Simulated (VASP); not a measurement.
A run of VASP 6.6.1 is set up as follows.

Contents of INCAR:

```
SYSTEM = I
PREC = Accurate
ENCUT = 520
EDIFF = 1E-6
ISMEAR = -1
SIGMA = 0.1
LREAL = .FALSE.
LASPH = .TRUE.
NELM = 100
ALGO = Normal
ISIF = 2
LWAVE = .FALSE.
LCHARG = .FALSE.
GGA = PE
NBANDS = 14
```

KPOINTS

```
Automatic mesh
0
G
  10 10 10
  0 0 0
```

POSCAR

```
I
1.0
    0.0000000000      3.9386522685      3.9386522685
    3.9386522685      0.0000000000      3.9386522685
    3.9386522685      3.9386522685      0.0000000000
I
2
Direct
   -0.1250000000     -0.1250000000     -0.1250000000
    0.1250000000      0.1250000000      0.1250000000
```

Potentials or basis: VASP PAW PBE potentials, release 64 (I).

Run with:

```console
$ cat potpaw_PBE.64/I/POTCAR > POTCAR
$ mpirun -np 1 vasp_std > vasp.out
```

Task: Estimate the pressure.

Result: 0.0 GPa.

Task: Estimate the band gap on the k mesh.

Result: Zero (bands 7 and 8 overlap by 1.15 eV).

Caveat: spin-orbit coupling is left out, which moves the levels of the heavy elements.
